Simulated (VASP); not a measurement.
Wanted: the native input for a VASP 6.6.1 run.

* Task: relaxation of cell and atoms
* Functional: PBE
* Potentials or basis: VASP PAW PBE potentials, release 64 (Ba_sv, S)
* Cutoff: 600 eV
* k mesh: 7 × 7 × 7
* Occupations: fermi-dirac, width 0.02 eV
* Spin: no spin polarisation
* Dipole correction: no
* Further INCAR settings: ALGO = Normal; EDIFF = 1e-06; IBRION = 2; EDIFFG = -0.005; NSW = 100; ISIF = 3

The structure of BaS lies in POSCAR:

```
BaS
1.0
    0.0000000000      3.2767414078      3.2767414078
    3.2767414078      0.0000000000      3.2767414078
    3.2767414078      3.2767414078      0.0000000000
Ba S
1 1
Direct
    0.0000000000      0.0000000000      0.0000000000
    0.5000000000      0.5000000000      0.5000000000
```

One way to write it, as run:

INCAR

```
  PREC = Accurate
  ENCUT = 600
  EDIFF = 1E-6
  ISMEAR = -1
  SIGMA = 0.02
  LREAL = False
  LASPH = True
  NELM = 80
  ALGO = Normal
  ISIF = 3
  LWAVE = False
  LCHARG = False
  GGA = PE
  IBRION = 2
  NSW = 100
  EDIFFG = -0.005
```

KPOINTS

```
regular mesh
0
Gamma
  7 7 7
```

Potentials or basis: VASP PAW PBE potentials, release 64 (Ba_sv, S).

Launch:

```sh
$ cat potpaw_PBE.64/Ba_sv/POTCAR potpaw_PBE.64/S/POTCAR > POTCAR
$ mpirun -np 1 vasp_std > vasp.out
```

Results of the run:

```
Relaxed volume                         : 33.65 Å³/atom
Relaxed cell                           : a = 4.566 Å, b = 4.566 Å, c = 4.566 Å, α = 60.00°, β = 60.00°, γ = 60.00°
Space group after relaxing (to 0.05 Å) : Fm-3m (No. 225)
Energy gained by relaxing              : 8.3 meV/atom
Ionic steps                            : 3
Pressure after relaxing                : 0.0 GPa
Band gap on the k mesh                 : 2.22 eV, indirect (least direct gap 2.38 eV)
```

Caveat: spin-orbit coupling is left out, which moves the levels of the heavy elements.

Wall time 89 s on 1 thread of Intel Xeon 8259CL, on a shared host, peak memory 0.25 GiB.
